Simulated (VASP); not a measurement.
Here is a VASP 6.6.1 calculation.

Contents of POSCAR:

```
TaAs
1.0
   -1.7202506308      1.7202506308      5.8629647290
    1.7202506308     -1.7202506308      5.8629647290
    1.7202506308      1.7202506308     -5.8629647290
Ta As
2 2
Direct
    0.5000125150      1.0000125150      0.5000000000
    0.7500125150      0.7500125150      0.0000000000
    0.0825869050      0.5825869050      0.5000000000
    0.3325869050      0.3325869050      0.0000000000
```

The input INCAR.step1:

```
SYSTEM = TaAs
PREC = Accurate
ENCUT = 520
ISMEAR = -1
SIGMA = 0.02
LREAL = .FALSE.
LASPH = .TRUE.
NELM = 100
NBANDS = 24
GGA = PE
ALGO = Normal
EDIFF = 1E-4
LWAVE = .TRUE.
LCHARG = .FALSE.
```

File INCAR.step2:

```
SYSTEM = TaAs
PREC = Accurate
ENCUT = 520
EDIFF = 1E-7
ISMEAR = -1
SIGMA = 0.02
LREAL = .FALSE.
LASPH = .TRUE.
NELM = 100
ALGO = Normal
ISIF = 2
LWAVE = .FALSE.
LCHARG = .FALSE.
METAGGA = R2SCAN
LMIXTAU = .TRUE.
NBANDS = 24
ISTART = 1
```

The input KPOINTS:

```
Automatic mesh
0
G
  10 10 10
  0 0 0
```

Potentials or basis: VASP PAW PBE potentials, release 64 (Ta_pv, As).

Run with:

```sh
$ cat potpaw_PBE.64/Ta_pv/POTCAR potpaw_PBE.64/As/POTCAR > POTCAR
$ cp INCAR.step1 INCAR
$ mpirun -np 1 vasp_std > vasp.out
$ cp INCAR.step2 INCAR
$ mpirun -np 1 vasp_std > vasp.out
```

Task: Predict the pressure.

Result: 0.5 GPa.

Task: Estimate the largest force.

Result: 0.003 eV/Å.

Stress tensor (GPa, compression positive):
```
0.53 0.00 0.00
0.00 0.53 0.00
0.00 0.00 0.45
```

Caveat: the PAW data sets were made with another functional, which shifts forces and pressure a little.
